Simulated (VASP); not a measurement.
# In2O3 (Ia-3) in VASP: single point with PBEsol

Aim: the single point of In2O3 with PBEsol.

All numbers are computed with VASP 6.6.1; they aren't measurements. Logs are shortened: lines on timing, memory, paths and dates and some standing lists are left out, and cuts for length are marked.

### 1 The cell of the first run

Symmetry: Ia-3, No. 206, cubic system. The conventional cell has a = 10.161 Å, b = 10.161 Å, c = 10.161 Å, α = 90.00°, β = 90.00°, γ = 90.00°. Within 2.9 Å of In (site symmetry -3) lie 6 O at 2.18 Å. In (site symmetry 2) has 6 O at 2.14 to 2.23 Å within 2.8 Å. O (site symmetry 1) has 4 In at 2.14 to 2.23 Å and 5 O at 2.81 to 2.96 Å within 3.0 Å.

### 2 Single point, PBEsol

The input, INCAR:

```
PREC = Accurate
ENCUT = 600
EDIFF = 1E-6
ISMEAR = -1
SIGMA = 0.05
LREAL = Auto
LASPH = T
NELM = 120
ALGO = Normal
ISIF = 2
LWAVE = F
LCHARG = F
GGA = PS
NBANDS = 398
GGA_COMPAT = F
```

The input, KPOINTS:

```
Automatic mesh
0
Gamma
  1 1 1
```

The input, POSCAR:

```
In2O3
1.0
   10.1614380000      0.0000000000      0.0000000000
    0.0000000000     10.1614380000      0.0000000000
    0.0000000000      0.0000000000     10.1614380000
In O
32 48
Direct
    0.2500000000      0.2500000000      0.2500000000
    0.4660080000      0.0000000000      0.2500000000
    0.0339920000      0.0000000000      0.7500000000
    0.2500000000      0.4660080000      0.0000000000
    0.7500000000      0.0339920000      0.0000000000
    0.0000000000      0.2500000000      0.4660080000
    0.0000000000      0.7500000000      0.0339920000
    0.0339920000      0.5000000000      0.2500000000
    0.2500000000      0.0339920000      0.5000000000
    0.5000000000      0.2500000000      0.0339920000
    0.5339920000      0.5000000000      0.2500000000
    0.7500000000      0.5339920000      0.0000000000
    0.2500000000      0.9660080000      0.0000000000
    0.5000000000      0.2500000000      0.5339920000
    0.5339920000      0.0000000000      0.7500000000
    0.9660080000      0.0000000000      0.2500000000
    0.7500000000      0.2500000000      0.2500000000
    0.7500000000      0.4660080000      0.5000000000
    0.2500000000      0.5339920000      0.5000000000
    0.0000000000      0.7500000000      0.5339920000
    0.0000000000      0.2500000000      0.9660080000
    0.2500000000      0.7500000000      0.2500000000
    0.5000000000      0.7500000000      0.4660080000
    0.2500000000      0.2500000000      0.7500000000
    0.4660080000      0.5000000000      0.7500000000
    0.7500000000      0.7500000000      0.7500000000
    0.2500000000      0.7500000000      0.7500000000
    0.7500000000      0.7500000000      0.2500000000
    0.7500000000      0.2500000000      0.7500000000
    0.9660080000      0.5000000000      0.7500000000
    0.7500000000      0.9660080000      0.5000000000
    0.5000000000      0.7500000000      0.9660080000
    0.3900100000      0.1545210000      0.3821490000
    0.6099900000      0.3454790000      0.3821490000
    0.1099900000      0.1545210000      0.6178500000
    0.3821490000      0.3900100000      0.1545210000
    0.3821490000      0.6099900000      0.3454790000
    0.6178500000      0.1099900000      0.1545210000
    0.1545210000      0.3821490000      0.3900100000
    0.3454790000      0.3821490000      0.6099900000
    0.1545210000      0.6178500000      0.1099900000
    0.1099900000      0.3454790000      0.1178500000
    0.1178500000      0.1099900000      0.3454790000
    0.3454790000      0.1178500000      0.1099900000
    0.6099900000      0.6545210000      0.1178500000
    0.3900100000      0.8454790000      0.1178500000
    0.8454790000      0.8821500000      0.1099900000
    0.6545210000      0.3821490000      0.1099900000
    0.8821500000      0.1099900000      0.8454790000
    0.6545210000      0.1178500000      0.6099900000
    0.8454790000      0.1178500000      0.3900100000
    0.3821490000      0.1099900000      0.6545210000
    0.8900100000      0.3454790000      0.6178500000
    0.8900100000      0.1545210000      0.1178500000
    0.8821500000      0.3900100000      0.3454790000
    0.8821500000      0.6099900000      0.1545210000
    0.1099900000      0.8454790000      0.8821500000
    0.1178500000      0.6099900000      0.6545210000
    0.1178500000      0.3900100000      0.8454790000
    0.1099900000      0.6545210000      0.3821490000
    0.6178500000      0.8900100000      0.3454790000
    0.1178500000      0.8900100000      0.1545210000
    0.3454790000      0.8821500000      0.3900100000
    0.1545210000      0.8821500000      0.6099900000
    0.3454790000      0.6178500000      0.8900100000
    0.3900100000      0.3454790000      0.8821500000
    0.6099900000      0.1545210000      0.8821500000
    0.1545210000      0.1178500000      0.8900100000
    0.8900100000      0.6545210000      0.8821500000
    0.8821500000      0.8900100000      0.6545210000
    0.6545210000      0.8821500000      0.8900100000
    0.6099900000      0.8454790000      0.6178500000
    0.3900100000      0.6545210000      0.6178500000
    0.8900100000      0.8454790000      0.3821490000
    0.6178500000      0.6099900000      0.8454790000
    0.6178500000      0.3900100000      0.6545210000
    0.3821490000      0.8900100000      0.8454790000
    0.8454790000      0.6178500000      0.6099900000
    0.6545210000      0.6178500000      0.3900100000
    0.8454790000      0.3821490000      0.8900100000
```

Potentials or basis: VASP PAW PBE potentials, release 64 (In_d, O).

Launch:

```
> cat potpaw_PBE.64/In_d/POTCAR potpaw_PBE.64/O/POTCAR > POTCAR
> mpirun -np 1 vasp_gam > vasp.out
```

OUTCAR:

```text
PREC = Accurate
   ENCUT = 600
   EDIFF = 1E-6
   ISMEAR = -1
   LREAL = Auto
   LASPH = T
   NELM = 120
   ISIF = 2
   GGA = PS

 ion  position               nearest neighbor table
   1  0.250  0.250  0.250-  33 2.18  36 2.18  39 2.18  42 2.18  43 2.18  44 2.18   2 3.36   4 3.36
                             6 3.36   8 3.36   9 3.36  10 3.36  11 3.84  13 3.84  14 3.84  16 3.84
   2  0.466  0.000  0.250-  38 2.14  61 2.14  33 2.21  46 2.21  44 2.23  63 2.23   1 3.36  22 3.36
                             9 3.37  23 3.37  10 3.37  13 3.37  17 3.84  28 3.84  31 3.86  32 3.86
   3  0.034  0.000  0.750-  49 2.14  70 2.14  57 2.21  35 2.21  68 2.23  64 2.23  24 3.36  27 3.36
                             9 3.37  13 3.37  20 3.37  21 3.37  26 3.84  29 3.84   6 3.86  31 3.86
   4  0.250  0.466  0.000-  41 2.14  65 2.14  36 2.21  59 2.21  42 2.23  66 2.23   1 3.36  24 3.36
                             8 3.37  25 3.37  10 3.37  21 3.37  22 3.84  27 3.84   7 3.86  32 3.86
   5  0.750  0.034  0.000-  47 2.14  71 2.14  49 2.21  38 2.21  67 2.23  54 2.23  17 3.36  29 3.36
                            21 3.37  15 3.37  16 3.37  10 3.37  28 3.84  26 3.84   7 3.86  32 3.86
   6  0.000  0.250  0.466-  35 2.14  53 2.14  39 2.21  51 2.21  43 2.23  55 2.23   1 3.36  17 3.36
                             8 3.37  18 3.37   9 3.37  16 3.37  24 3.84  29 3.84  19 3.86  31 3.86
   7  0.000  0.750  0.034-  57 2.14  69 2.14  41 2.21  47 2.21  62 2.23  56 2.23  22 3.36  28 3.36
                             8 3.37  12 3.37  13 3.37  16 3.37  27 3.84  26 3.84   4 3.86   5 3.86
   8  0.034  0.500  0.250-  55 2.14  56 2.14  60 2.21  42 2.21  41 2.23  39 2.23   1 3.36  22 3.36
                            19 3.37   4 3.37   6 3.37   7 3.37  17 3.84  28 3.84  18 3.86  12 3.86
   9  0.250  0.034  0.500-  63 2.14  64 2.14  52 2.21  43 2.21  35 2.23  33 2.23   1 3.36  24 3.36
[... 93 lines left out ...]
  79  0.655  0.618  0.390-  18 2.14  28 2.18  23 2.21  11 2.23
  80  0.845  0.382  0.890-  12 2.14  29 2.18  21 2.21  30 2.23

  LATTYP: Found a simple cubic cell.
 ALAT       =    10.1614380000

  Lattice vectors:

 A1 = (  10.1614380000,   0.0000000000,   0.0000000000)
 A2 = (   0.0000000000,  10.1614380000,   0.0000000000)
 A3 = (   0.0000000000,   0.0000000000,  10.1614380000)

Analysis of symmetry for initial positions (statically):
=====================================================================
 Subroutine PRICEL returns following result:

  LATTYP: Found a body centered cubic cell.
 ALAT       =    10.1614380000

  Lattice vectors:

 A1 = (   5.0807190000,   5.0807190000,  -5.0807190000)
 A2 = (  -5.0807190000,   5.0807190000,   5.0807190000)
 A3 = (   5.0807190000,  -5.0807190000,   5.0807190000)

   2 primitive cells build up your supercell.

 Routine SETGRP: Setting up the symmetry group for a
 simple cubic supercell.

 Subroutine GETGRP returns: Found 24 space group operations
 (whereof  6 operations were pure point group operations)
 out of a pool of 48 trial point group operations.

The static configuration has the point symmetry S_6 .
 The point group associated with its full space group is T_h .

Analysis of symmetry for dynamics (positions and initial velocities):
=====================================================================
 Subroutine PRICEL returns following result:

  LATTYP: Found a body centered cubic cell.
 ALAT       =    10.1614380000

  Lattice vectors:

 A1 = (   5.0807190000,   5.0807190000,  -5.0807190000)
 A2 = (  -5.0807190000,   5.0807190000,   5.0807190000)
 A3 = (   5.0807190000,  -5.0807190000,   5.0807190000)

   2 primitive cells build up your supercell.

 Routine SETGRP: Setting up the symmetry group for a
 simple cubic supercell.

 Subroutine GETGRP returns: Found 24 space group operations
 (whereof  6 operations were pure point group operations)
 out of a pool of 48 trial point group operations.
[... 119 lines left out ...]
     0.000000000  0.098411268  0.000000000     0.000000000  1.000000000  0.000000000
     0.000000000  0.000000000  0.098411268     0.000000000  0.000000000  1.000000000

  Length of vectors
     0.098411268  0.098411268  0.098411268

  Shift w.r.t. Gamma in fractional coordinates (k-lattice)
     0.000000000  0.000000000  0.000000000

 Subroutine IBZKPT returns following result:
 ===========================================

 Found      1 irreducible k-points:

 Following reciprocal coordinates:
            Coordinates               Weight
  0.000000  0.000000  0.000000      1.000000
   k-points           NKPTS =      1   k-points in BZ     NKDIM =      1   number of bands    NBANDS=    398
   number of dos      NEDOS =    301   number of ions     NIONS =     80
   total plane-waves  NPLWV = 592704
   dimension x,y,z NGX =    84 NGY =   84 NGZ =   84
   dimension x,y,z NGXF=   168 NGYF=  168 NGZF=  168
   ions per type =              32  48
   NGX,Y,Z   is equivalent  to a cutoff of  13.74, 13.74, 13.74 a.u.
   NGXF,Y,Z  is equivalent  to a cutoff of  27.49, 27.49, 27.49 a.u.
 SYSTEM =  unknown system
   PREC   = accura    normal or accurate (medium, high low for compatibility)
   ISTART =      0    job   : 0-new  1-cont  2-samecut
   ICHARG =      2    charge: 1-file 2-atom 10-const
   ISPIN  =      1    spin polarized calculation?
   LNONCOLLINEAR =      F non collinear calculations
   LSORBIT =      F    spin-orbit coupling
   LASPH  =      T    aspherical Exc in radial PAW
   ENCUT  =  600.0 eV  44.10 Ry    6.64 a.u.  20.29 20.29 20.29*2*pi/ulx,y,z
   NELM   =    120;   NELMIN=  2; NELMDL= -5     # of ELM steps
   EDIFF  = 0.1E-05   stopping-criterion for ELM
   LREAL  =      T    real-space projection
   EDIFFG = 0.1E-04   stopping-criterion for IOM
   NSW    =      0    number of steps for IOM
[... 5 lines left out ...]
   TEBEG  =    0.0;   TEEND  =   0.0 temperature during run
   PSTRESS=    0.0 pullay stress
   NELECT =     704.0000    total number of electrons
   NUPDOWN=      -1.0000    fix difference up-down
   EMIN   =  10.00;   EMAX   =-10.00  energy-range for DOS
   EFERMI =   0.00;   METHOD = LEGACY
   ISMEAR =    -1;   SIGMA  =   0.05  broadening in eV -4-tet -1-fermi 0-gaus
   EFERMI_NEDOS =   21; number of points for ismear=-14 and -15
   IALGO  =     38    algorithm
   IMIX   =      4    mixing-type and parameters
     AMIX     =   0.40;   BMIX     =  1.00
     AMIX_MAG =   1.60;   BMIX_MAG =  1.00
  volume/ion in A,a.u.               =      13.12        88.51
  Fermi-wavevector in a.u.,A,eV,Ry     =   1.433212  2.708379 27.947696  2.054098
  Thomas-Fermi vector in A             =   2.552755
   LORBIT       =      0    0 simple, 1 ext, 2 COOP (PROOUT), +10 PAW based schemes
   GGA     = PS    functional components
   LHFCALC =     F    Hartree Fock is set to
   AEXX    =    0.0000 exact exchange contribution
   IVDW    =     0    specifies the selected vdW correction
   LEPSILON=     F    determine dielectric tensor
   LRPA    =     F    only Hartree local field effects (RPA)
 non-spin polarized calculation
  energy-cutoff  :      600.00
  volume of cell :     1049.22
 maximum number of plane-waves:     17517
 NGX is ok and might be reduce to    84
   NGX = 41   NGY = 41   NGZ = 41

 number of electron     703.9999869 magnetization

 Free energy of the ion-electron system (eV)
  ---------------------------------------------------
  ext. energy  EPLUGINS =         0.00000000
  ---------------------------------------------------
  free energy    TOTEN  =      -475.95572007 eV

  energy without entropy =     -475.95556366  energy(sigma->0) =     -475.95564187

 E-fermi :   5.7911     XC(G=0): -11.2239

 val. band max:        5.2548068814   @ k =   0.0000   0.0000   0.0000
 cond. band min:       6.2699129760   @ k =   0.0000   0.0000   0.0000
 fundamental gap:      1.0151060946
 Fermi energy:         5.7911428032

 k-point     1 :       0.0000    0.0000    0.0000
  band No.  band energies     occupation
      1     -12.4422      2.00000
      2     -12.0002      2.00000
      3     -12.0002      2.00000
      4     -12.0002      2.00000
      5     -11.8916      2.00000
      6     -11.8916      2.00000
[... 356 lines left out ...]
    363      10.6944      0.00000
    364      10.7573      0.00000
 [bands above 364 left out]

------------------------ aborting loop because EDIFF is reached ----------------------------------------

  FORCE on cell =-STRESS in cart. coord.  units (eV):
  Direction    XX          YY          ZZ          XY          YZ          ZX
  --------------------------------------------------------------------------------------
  -------------------------------------------------------------------------------------
  Total        1.4021606      1.4021606      1.4021606     -0.0000000     -0.0000000     -0.0000000
  in kB        2.1411289      2.1411289      2.1411289     -0.0000000     -0.0000000     -0.0000000
  external PRESSURE =       2.1411289 kB  Pullay stress =       0.0000000 kB

 VOLUME and BASIS-vectors are now :
 -----------------------------------------------------------------------------
  energy-cutoff  :      600.00
  volume of cell :     1049.22
      direct lattice vectors                 reciprocal lattice vectors
    10.161438000  0.000000000  0.000000000     0.098411268  0.000000000  0.000000000
     0.000000000 10.161438000  0.000000000     0.000000000  0.098411268  0.000000000
     0.000000000  0.000000000 10.161438000     0.000000000  0.000000000  0.098411268

 POSITION                                       TOTAL-FORCE (eV/Angst)
 -----------------------------------------------------------------------------------
      2.54036      2.54036      2.54036        -0.000000      0.000000     -0.000000
      4.73531      0.00000      2.54036        -0.030724     -0.000000     -0.000000
      0.34541      0.00000      7.62108         0.030724      0.000000     -0.000000
      2.54036      4.73531      0.00000        -0.000000     -0.030724     -0.000000
      7.62108      0.34541      0.00000        -0.000000      0.030724     -0.000000
      0.00000      2.54036      4.73531        -0.000000      0.000000     -0.030724
[... 72 lines left out ...]
      6.65087      6.27824      3.96306         0.037190     -0.016162      0.030405
      8.59128      3.88318      9.04378        -0.037190      0.016162      0.030405
 -----------------------------------------------------------------------------------
    total drift:                                0.043361      0.043361      0.043361

  FREE ENERGIE OF THE ION-ELECTRON SYSTEM (eV)
  ---------------------------------------------------
  free  energy   TOTEN  =      -475.9557200731 eV

  energy  without entropy=     -475.9555636605  energy(sigma->0) =     -475.95564187
```

Run time: 20 min. Hardware: 1 thread of Oxide Virtual Turin-like, shared host; peak memory 1.1 GiB.

Results:

* Free energy: -475.9557 eV
* Pressure: 0.2 GPa
* Largest force: 0.051 eV/Å
* Band gap on the k mesh: 1.02 eV

Forces in eV/Å, atoms in the order of the input:
```
In   0.000  0.000  0.000
In  -0.031  0.000  0.000
In   0.031  0.000  0.000
In   0.000 -0.031  0.000
In   0.000  0.031  0.000
In   0.000  0.000 -0.031
In   0.000  0.000  0.031
In   0.031  0.000  0.000
In   0.000  0.031  0.000
In   0.000  0.000  0.031
In   0.031  0.000  0.000
In   0.000  0.031  0.000
In   0.000 -0.031  0.000
In   0.000  0.000  0.031
In   0.031  0.000  0.000
In  -0.031  0.000  0.000
In   0.000  0.000  0.000
In   0.000 -0.031  0.000
In   0.000  0.031  0.000
In   0.000  0.000  0.031
In   0.000  0.000 -0.031
In   0.000  0.000  0.000
In   0.000  0.000 -0.031
In   0.000  0.000  0.000
In  -0.031  0.000  0.000
In   0.000  0.000  0.000
In   0.000  0.000  0.000
In   0.000  0.000  0.000
In   0.000  0.000  0.000
In  -0.031  0.000  0.000
In   0.000 -0.031  0.000
In   0.000  0.000 -0.031
O    0.030  0.037  0.016
O   -0.030 -0.037  0.016
O   -0.030  0.037 -0.016
O    0.016  0.030  0.037
O    0.016 -0.030 -0.037
O   -0.016 -0.030  0.037
O    0.037  0.016  0.030
O   -0.037  0.016 -0.030
O    0.037 -0.016 -0.030
O   -0.030 -0.037 -0.016
O   -0.016 -0.030 -0.037
O   -0.037 -0.016 -0.030
O   -0.030  0.037 -0.016
O    0.030 -0.037 -0.016
O   -0.037  0.016 -0.030
O    0.037  0.016 -0.030
O    0.016 -0.030 -0.037
O    0.037 -0.016 -0.030
O   -0.037 -0.016  0.030
O    0.016 -0.030  0.037
O    0.030 -0.037 -0.016
O    0.030  0.037 -0.016
O    0.016  0.030 -0.037
O    0.016 -0.030  0.037
O   -0.030 -0.037  0.016
O   -0.016 -0.030  0.037
O   -0.016  0.030 -0.037
O   -0.030  0.037  0.016
O   -0.016  0.030 -0.037
O   -0.016  0.030  0.037
O   -0.037  0.016  0.030
O    0.037  0.016 -0.030
O   -0.037 -0.016  0.030
O    0.030 -0.037  0.016
O   -0.030  0.037  0.016
O    0.037 -0.016  0.030
O    0.030  0.037  0.016
O    0.016  0.030  0.037
O    0.037  0.016  0.030
O   -0.030 -0.037 -0.016
O    0.030  0.037 -0.016
O    0.030 -0.037  0.016
O   -0.016 -0.030 -0.037
O   -0.016  0.030  0.037
O    0.016  0.030 -0.037
O   -0.037 -0.016 -0.030
O    0.037 -0.016  0.030
O   -0.037  0.016  0.030
```

Levels at points of the mesh, in eV from the valence-band top:
| k point | band 349 | band 350 | band 351 | band 352 | band 353 | band 354 | band 355 | band 356 |
| --- | --- | --- | --- | --- | --- | --- | --- | --- |
| (0.00, 0.00, 0.00) | -0.16 | 0.00 | 0.00 | 0.00 | 1.02 | 4.00 | 4.00 | 4.00 |

Caveat: the k points lie up to 0.62 Å⁻¹ apart; the PAW data sets were made with another functional, which shifts forces and pressure a little; spin-orbit coupling is left out, which moves the levels of the heavy elements; an odd mesh through Γ misses points on the zone boundary, where band edges can lie.
